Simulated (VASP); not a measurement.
# CdSe (P1) in VASP: notebook, part 2 of 2

VASP 6.6.1. Earlier steps stand in the parts before.

**3. Single point, PBE**

INCAR

```
SYSTEM = CdSe
ALGO = Normal
EDIFF = 1E-6
ENCUT = 520
GGA = PE
ISIF = 2
ISMEAR = -1
LASPH = .TRUE.
LCHARG = .TRUE.
LELF = .TRUE.
LREAL = .FALSE.
LVHAR = .TRUE.
LWAVE = .FALSE.
NBANDS = 26
NELM = 100
PREC = Accurate
SIGMA = 0.1
```

KPOINTS

```
k-points
0
G
  4 4 2
  0 0 0
```

POSCAR

```
CdSe
1.0
    4.3268151700     -0.0000002900      0.0000000000
   -2.1634073300      3.7471320000      0.0000000000
    0.0000000000      0.0000000000      7.0637770000
Cd Se
2 2
Direct
    0.3103230410      0.6536348573      0.0104083127
    0.6668529303      0.3355121179      0.4962340969
    0.3610960498      0.6758846779      0.3838765012
    0.6713934313      0.3395640171      0.8766682470
```

Potentials or basis: VASP PAW PBE potentials, release 64 (Cd, Se).

Launch:

```sh
$ cat potpaw_PBE.64/Cd/POTCAR potpaw_PBE.64/Se/POTCAR > POTCAR
$ mpirun -np 1 vasp_std > vasp.out
```

OUTCAR:

```text
SYSTEM = CdSe
   EDIFF = 1E-6
   ENCUT = 520
   GGA = PE
   ISIF = 2
   ISMEAR = -1
   LASPH = .TRUE.
   LREAL = .FALSE.
   NELM = 100
   PREC = Accurate

 ion  position               nearest neighbor table
   1  0.310  0.654  0.010-   4 2.57   3 2.64   4 2.70   4 2.74
   2  0.667  0.336  0.496-   3 2.55   3 2.60   4 2.69   3 2.72
   3  0.361  0.676  0.384-   2 2.55   2 2.60   1 2.64   2 2.72
   4  0.671  0.340  0.877-   1 2.57   2 2.69   1 2.70   1 2.74

  LATTYP: Found a hexagonal cell.
 ALAT       =     4.3268151700
 C/A-ratio  =     1.6325580646

  Lattice vectors:

 A1 = (   4.3268151700,  -0.0000002900,   0.0000000000)
 A2 = (  -2.1634073300,   3.7471320000,   0.0000000000)
 A3 = (   0.0000000000,   0.0000000000,   7.0637770000)

Analysis of symmetry for initial positions (statically):
=====================================================================
 Subroutine PRICEL returns:
 Original cell was already a primitive cell.

 Routine SETGRP: Setting up the symmetry group for a
 hexagonal supercell.

 Subroutine GETGRP returns: Found  1 space group operations
 (whereof  1 operations were pure point group operations)
 out of a pool of 24 trial point group operations.

The static configuration has the point symmetry C_1 .

Analysis of symmetry for dynamics (positions and initial velocities):
=====================================================================
 Subroutine PRICEL returns:
 Original cell was already a primitive cell.

 Routine SETGRP: Setting up the symmetry group for a
 hexagonal supercell.

 Subroutine GETGRP returns: Found  1 space group operations
 (whereof  1 operations were pure point group operations)
 out of a pool of 24 trial point group operations.

The dynamic configuration has the point symmetry C_1 .

 Subroutine INISYM returns: Found  1 space group operations
 (whereof  1 operations are pure point group operations),
 and found     1 'primitive' translations

----------------------------------------------------------------------------------------

                                     Primitive cell

  volume of cell :     114.5261

  direct lattice vectors                    reciprocal lattice vectors
     4.326815170 -0.000000290  0.000000000     0.231116884  0.133435374  0.000000000
    -2.163407330  3.747132000  0.000000000     0.000000018  0.266870780  0.000000000
     0.000000000  0.000000000  7.063777000     0.000000000  0.000000000  0.141567323

  length of vectors
     4.326815170  4.326815168  7.063777000     0.266870780  0.266870780  0.141567323

  position of ions in fractional coordinates (direct lattice)
     0.310323041  0.653634857  0.010408313
     0.666852930  0.335512118  0.496234097
     0.361096050  0.675884678  0.383876501
     0.671393431  0.339564017  0.876668247

  ion indices of the primitive-cell ions
   primitive index   ion index
                 1           1
                 2           2
                 3           3
                 4           4

----------------------------------------------------------------------------------------

 KPOINTS: k-points

Automatic generation of k-mesh.
 Grid dimensions read from file:
 generate k-points for:    4    4    2

 Generating k-lattice:

  Cartesian coordinates                     Fractional coordinates (reciprocal lattice)
     0.057779221  0.033358844  0.000000000     0.250000000  0.000000000  0.000000000
     0.000000004  0.066717695  0.000000000     0.000000000  0.250000000  0.000000000
     0.000000000  0.000000000  0.070783661     0.000000000  0.000000000  0.500000000

  Length of vectors
     0.066717695  0.066717695  0.070783661

  Shift w.r.t. Gamma in fractional coordinates (k-lattice)
     0.000000000  0.000000000  0.000000000

 Subroutine IBZKPT returns following result:
 ===========================================

 Found     20 irreducible k-points:

 Following reciprocal coordinates:
            Coordinates               Weight
  0.000000  0.000000  0.000000      1.000000
  0.250000  0.000000  0.000000      2.000000
  0.000000  0.250000  0.000000      2.000000
 -0.250000  0.250000  0.000000      2.000000
  0.500000  0.000000  0.000000      1.000000
  0.000000  0.500000  0.000000      1.000000
[... 12 lines left out ...]
 -0.250000  0.500000  0.500000      2.000000
  0.500000  0.250000  0.500000      2.000000
   k-points           NKPTS =     20   k-points in BZ     NKDIM =     20   number of bands    NBANDS=     26
   number of dos      NEDOS =    301   number of ions     NIONS =      4
   total plane-waves  NPLWV =  55296
   dimension x,y,z NGX =    32 NGY =   32 NGZ =   54
   dimension x,y,z NGXF=    64 NGYF=   64 NGZF=  108
   ions per type =               2   2
   NGX,Y,Z   is equivalent  to a cutoff of  12.30, 12.30, 12.71 a.u.
   NGXF,Y,Z  is equivalent  to a cutoff of  24.59, 24.59, 25.42 a.u.
 SYSTEM =  CdSe
   PREC   = accura    normal or accurate (medium, high low for compatibility)
   ISTART =      0    job   : 0-new  1-cont  2-samecut
   ICHARG =      2    charge: 1-file 2-atom 10-const
   ISPIN  =      1    spin polarized calculation?
   LNONCOLLINEAR =      F non collinear calculations
   LSORBIT =      F    spin-orbit coupling
   LASPH  =      T    aspherical Exc in radial PAW
   ENCUT  =  520.0 eV  38.22 Ry    6.18 a.u.   8.05  8.05 13.13*2*pi/ulx,y,z
   NELM   =    100;   NELMIN=  2; NELMDL= -5     # of ELM steps
   EDIFF  = 0.1E-05   stopping-criterion for ELM
   LREAL  =      F    real-space projection
   EDIFFG = 0.1E-04   stopping-criterion for IOM
   NSW    =      0    number of steps for IOM
   IBRION =     -1    ionic relax: 0-MD 1-quasi-New 2-CG
   NFREE  =      0    steps in history (QN), initial steepest desc. (CG)
   ISIF   =      2    stress and relaxation
   ISYM   =      2    0-nonsym 1-usesym 2-fastsym
   POTIM  = 0.5000    time-step for ionic-motion
   TEBEG  =    0.0;   TEEND  =   0.0 temperature during run
   PSTRESS=    0.0 pullay stress
   NELECT =      36.0000    total number of electrons
   NUPDOWN=      -1.0000    fix difference up-down
   EMIN   =  10.00;   EMAX   =-10.00  energy-range for DOS
   EFERMI =   0.00;   METHOD = LEGACY
   ISMEAR =    -1;   SIGMA  =   0.10  broadening in eV -4-tet -1-fermi 0-gaus
   EFERMI_NEDOS =   21; number of points for ismear=-14 and -15
   IALGO  =     38    algorithm
   IMIX   =      4    mixing-type and parameters
     AMIX     =   0.40;   BMIX     =  1.00
     AMIX_MAG =   1.60;   BMIX_MAG =  1.00
  volume/ion in A,a.u.               =      28.63       193.21
  Fermi-wavevector in a.u.,A,eV,Ry     =   1.113117  2.103487 16.858026  1.239030
  Thomas-Fermi vector in A             =   2.249699
   LORBIT       =      0    0 simple, 1 ext, 2 COOP (PROOUT), +10 PAW based schemes
   GGA     = PE    functional components
   LHFCALC =     F    Hartree Fock is set to
   AEXX    =    0.0000 exact exchange contribution
   IVDW    =     0    specifies the selected vdW correction
   LEPSILON=     F    determine dielectric tensor
   LRPA    =     F    only Hartree local field effects (RPA)
 non-spin polarized calculation
  energy-cutoff  :      520.00
  volume of cell :      114.53
 maximum number of plane-waves:      3110
   NGX = 17   NGY = 17   NGZ = 27

 number of electron      36.0000001 magnetization

 Free energy of the ion-electron system (eV)
  ---------------------------------------------------
  ext. energy  EPLUGINS =         0.00000000
  ---------------------------------------------------
  free energy    TOTEN  =       -10.83346369 eV

  energy without entropy =      -10.82911667  energy(sigma->0) =      -10.83129018

 E-fermi :   1.1993     XC(G=0):  -8.7947

 val. band max:        0.8717828149   @ k =   0.0000   0.0000   0.0000
 cond. band min:       1.4411648472   @ k =   0.0000   0.0000   0.0000
 fundamental gap:      0.5693820323
 Fermi energy:         1.1992660476

 k-point     1 :       0.0000    0.0000    0.0000
  band No.  band energies     occupation
      1     -11.7657      2.00000
      2     -11.2602      2.00000
      3      -7.2012      2.00000
      4      -7.1456      2.00000
      5      -7.0631      2.00000
      6      -6.9716      2.00000
[... 18 lines left out ...]
     25       7.9356      0.00000
     26       8.4546      0.00000
[... 528 lines left out ...]
      4      -6.9998      2.00000
      5      -6.9312      2.00000
      6      -6.8417      2.00000
[... 18 lines left out ...]
     25       8.3712      0.00000
     26       8.6522      0.00000

------------------------ aborting loop because EDIFF is reached ----------------------------------------

  FORCE on cell =-STRESS in cart. coord.  units (eV):
  Direction    XX          YY          ZZ          XY          YZ          ZX
  --------------------------------------------------------------------------------------
  -------------------------------------------------------------------------------------
  Total        2.2163023      1.8053568      1.3319613     -0.3493127      0.3107148      0.7510781
  in kB       31.0052532     25.2562767     18.6336487     -4.8867564      4.3467860     10.5073057
  external PRESSURE =      24.9650595 kB  Pullay stress =       0.0000000 kB

 VOLUME and BASIS-vectors are now :
 -----------------------------------------------------------------------------
  energy-cutoff  :      520.00
  volume of cell :      114.53
      direct lattice vectors                 reciprocal lattice vectors
     4.326815170 -0.000000290  0.000000000     0.231116884  0.133435374  0.000000000
    -2.163407330  3.747132000  0.000000000     0.000000018  0.266870780  0.000000000
     0.000000000  0.000000000  7.063777000     0.000000000  0.000000000  0.141567323

 POSITION                                       TOTAL-FORCE (eV/Angst)
 -----------------------------------------------------------------------------------
     -0.07137      2.44926      0.07352         0.408978      0.314582     -0.169374
      2.15950      1.25721      3.50529         0.556795      0.072282      0.387454
      0.10018      2.53263      2.71162        -0.586674     -0.067937     -0.230032
      2.17038      1.27239      6.19259        -0.379099     -0.318927      0.011952
 -----------------------------------------------------------------------------------
    total drift:                                0.000231      0.000819     -0.000543

  FREE ENERGIE OF THE ION-ELECTRON SYSTEM (eV)
  ---------------------------------------------------
  free  energy   TOTEN  =       -10.8334636873 eV

  energy  without entropy=      -10.8291166722  energy(sigma->0) =      -10.83129018
```

OSZICAR:

```text
N       E                     dE             d eps       ncg     rms          rms(c)
DAV:   1     0.238229937838E+03    0.23823E+03   -0.17087E+04  1040   0.125E+03
DAV:   2     0.118572000791E+01   -0.23704E+03   -0.22850E+03  1144   0.307E+02
DAV:   3    -0.115170342355E+02   -0.12703E+02   -0.12635E+02  1226   0.710E+01
DAV:   4    -0.116213766974E+02   -0.10434E+00   -0.10424E+00  1188   0.611E+00
DAV:   5    -0.116220191746E+02   -0.64248E-03   -0.64246E-03  1178   0.459E-01    0.863E+00
DAV:   6    -0.108703480196E+02    0.75167E+00   -0.12803E+00  1226   0.110E+01    0.682E+00
DAV:   7    -0.108343992070E+02    0.35949E-01   -0.54660E-01  1120   0.382E+00    0.262E+00
DAV:   8    -0.108331395128E+02    0.12597E-02   -0.56675E-02  1084   0.238E+00    0.395E-01
DAV:   9    -0.108331454318E+02   -0.59190E-05   -0.68986E-03  1220   0.961E-01    0.105E-01
DAV:  10    -0.108333369933E+02   -0.19156E-03   -0.65402E-04  1092   0.246E-01    0.649E-02
DAV:  11    -0.108334760806E+02   -0.13909E-03   -0.28044E-04  1098   0.112E-01    0.227E-02
DAV:  12    -0.108334604939E+02    0.15587E-04   -0.67998E-05  1170   0.910E-02    0.846E-03
DAV:  13    -0.108334637407E+02   -0.32468E-05   -0.10610E-05  1094   0.187E-02    0.460E-03
DAV:  14    -0.108334636873E+02    0.53376E-07   -0.82335E-07   874   0.747E-03
   1 F= -.10833464E+02 E0= -.10831290E+02  d E =-.434702E-02
```

It took 90 s on 1 thread of Intel Xeon 8259CL, shared host; peak memory 0.25 GiB.

What came out:

| Property | Result |
| --- | --- |
| Free energy | -10.8335 eV |
| Pressure | 2.5 GPa |
| Largest force | 0.682 eV/Å |
| Band gap on the k mesh | 0.57 eV |

Forces on the atoms (eV/Å):
```
Cd   0.409  0.315 -0.169
Cd   0.557  0.072  0.387
Se  -0.587 -0.068 -0.230
Se  -0.379 -0.319  0.012
```

Stress tensor (GPa, compression positive):
```
 3.10 -0.49  1.05
-0.49  2.53  0.43
 1.05  0.43  1.86
```

Levels at points of the mesh, in eV from the valence-band top:
```tsv
k point	band 15	band 16	band 17	band 18	band 19	band 20	band 21	band 22
(0.00, 0.00, 0.00)	-0.77	-0.12	-0.05	0.00	0.57	2.13	5.74	5.80
(0.50, 0.00, 0.00)	-2.65	-1.88	-1.29	-0.77	2.96	3.37	4.56	6.10
(0.00, 0.50, 0.00)	-2.64	-1.86	-1.33	-0.75	3.10	3.22	4.71	5.99
(0.50, 0.50, 0.00)	-2.58	-1.85	-1.42	-0.76	3.18	3.27	4.83	5.91
(0.00, 0.00, 0.50)	-0.67	-0.49	-0.38	-0.22	2.13	2.43	5.63	5.85
(0.50, 0.00, 0.50)	-1.56	-1.49	-1.31	-1.17	2.73	3.12	4.45	5.05
(0.00, 0.50, 0.50)	-1.58	-1.41	-1.30	-1.15	2.80	2.88	4.66	4.83
(0.50, 0.50, 0.50)	-1.56	-1.41	-1.30	-1.12	2.77	2.87	4.72	4.85
```

Caveat: the k points lie up to 0.44 Å⁻¹ apart. As with any semilocal functional, this PBE gap is likely too small.
